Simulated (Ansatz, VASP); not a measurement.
**One calculation of ZnAuC4N4, two programs**

File INCAR:

```
SYSTEM = ZnAuC4N4
PREC = Accurate
ENCUT = 700
EDIFF = 1E-6
ISMEAR = 0
SIGMA = 0.1
LREAL = .False.
LASPH = .True.
NELM = 120
ALGO = Normal
ISIF = 2
LWAVE = .False.
LCHARG = .True.
GGA = PE
LELF = .True.
LVHAR = .True.
NBANDS = 44
GGA_COMPAT = .False.
```

Contents of KPOINTS:

```
Automatic mesh
0
Gamma
  4 4 4
  0 0 0
```

File POSCAR:

```
ZnAuC4N4
1.0
    5.8826218900      0.0000000000      0.0000000000
    0.0000000000      5.8826218900      0.0000000000
    0.0000000000      0.0000000000      5.8826218900
Zn C Au N
1 4 1 4
Direct
    0.0000000000      0.0000000000      0.0000000000
    0.1881440800      0.1881440800      0.1881440800
    0.1881440800      0.8118559200      0.8118559200
    0.8118559200      0.1881440800      0.8118559200
    0.8118559200      0.8118559200      0.1881440800
    0.5000000000      0.5000000000      0.5000000000
    0.3029738000      0.3029738000      0.3029738000
    0.3029738000      0.6970262000      0.6970262000
    0.6970262000      0.3029738000      0.6970262000
    0.6970262000      0.6970262000      0.3029738000
```

Input for Ansatz:

```yaml
crystal:
  lattice:
    - [5.88262189, 0.0, 0.0]
    - [0.0, 5.88262189, 0.0]
    - [0.0, 0.0, 5.88262189]
  atoms:
    - { symbol: Zn, position: [0.0, 0.0, 0.0] }
    - { symbol: C, position: [0.18814408, 0.18814408, 0.18814408] }
    - { symbol: C, position: [0.18814408, 0.81185592, 0.81185592] }
    - { symbol: C, position: [0.81185592, 0.18814408, 0.81185592] }
    - { symbol: C, position: [0.81185592, 0.81185592, 0.18814408] }
    - { symbol: Au, position: [0.5, 0.5, 0.5] }
    - { symbol: "N", position: [0.3029738, 0.3029738, 0.3029738] }
    - { symbol: "N", position: [0.3029738, 0.6970262, 0.6970262] }
    - { symbol: "N", position: [0.6970262, 0.3029738, 0.6970262] }
    - { symbol: "N", position: [0.6970262, 0.6970262, 0.3029738] }
basis:
  ecutwfc: 420
kpoints:
  mp_grid: { grid: [4, 4, 4] }
hamiltonian:
  xc: pbe
scf:
  occupations: { method: gaussian, width: 0.1 }
  lower_state_search: "off"
output:
  forces: true
  stress: true
  eigenvalues: true
```

Alike in both runs: task single point; functional PBE; k mesh 4 × 4 × 4; occupations gaussian, width 0.1 eV; no spin polarisation.

```csv
,VASP,Ansatz
version,VASP 6.6.1,Ansatz 0.2.0
potentials or method,"VASP PAW PBE potentials, release 64 (Zn, C, Au_sv_GW, N), cutoff 700 eV","scalar-relativistic, plane waves, PAW"
valence electrons in the cell,67,67
```

Ansatz gave:

```
gap on the k mesh at the Fermi level (eV) : none
pressure (GPa)                            : 5.5
rms of the force components (eV/Å)        : 0.845
```

Problem. Estimate VASP's values.

Solution. gap on the k mesh at the Fermi level (eV): none; pressure (GPa): 5.8; rms of the force components (eV/Å): 0.683.

Atom by atom the forces differ by 0.165 eV/Å (rms over components). A gap of «none» marks a metal or a gap that the smearing closes. With one functional, cell and mesh, what is left measures potentials, basis and numerics.

Neither program's run includes spin-orbit coupling. Noted on VASP's run: the standard files for N, O and F lose accuracy on very short bonds.
